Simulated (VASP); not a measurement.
Runs of VASP 6.6.1 on MoSe. The structure is that of space group F-43m (No. 216), or close to it. The cells are those of the table. 

```csv
level,spin,U,fixed moment (μB),cell,smearing,gap on the mesh (eV),pressure (GPa),moment (μB)
PBE+U,collinear,Mo d U = 1.0 eV,-,"a = 4.015 Å, angles 60.0°, 2 atoms",gaussian 0.05 eV,none,1.5,(a)
r2SCAN,off,-,-,"a = 4.015 Å, angles 60.0°, 2 atoms",gaussian 0.1 eV,none,-3.2,-
PBE,collinear,-,1.88,"a = 4.015 Å, angles 60.0°, 2 atoms",gaussian 0.1 eV,-,(b),1.88
PBE,off,-,-,"a = 4.068 Å, angles 60.0°, 2 atoms",gaussian 0.1 eV,none,-5.1,-
PBE,"collinear, zero start",-,0.0,"a = 4.015 Å, angles 60.0°, 2 atoms",gaussian 0.1 eV,-,-1.5,0.00
```

Alike in all rows: task single point; potentials or basis VASP PAW PBE potentials, release 64 (Mo_sv, Se); k mesh 12 × 12 × 12; cutoff (eV) 520.

Q: Estimate the missing entries.

A: (a) 1.32; (b) 2.8.

Caveats: the cell stands under tension (at least some runs); the total moment is fixed, so each spin has its own Fermi level (at least some runs); the PAW data sets were made with another functional, which shifts forces and pressure a little (at least some runs).

A k mesh can miss the band edges, and the runs leave out spin-orbit coupling on Mo, Se.

A gap of «none» marks levels without a gap at the run's occupations.
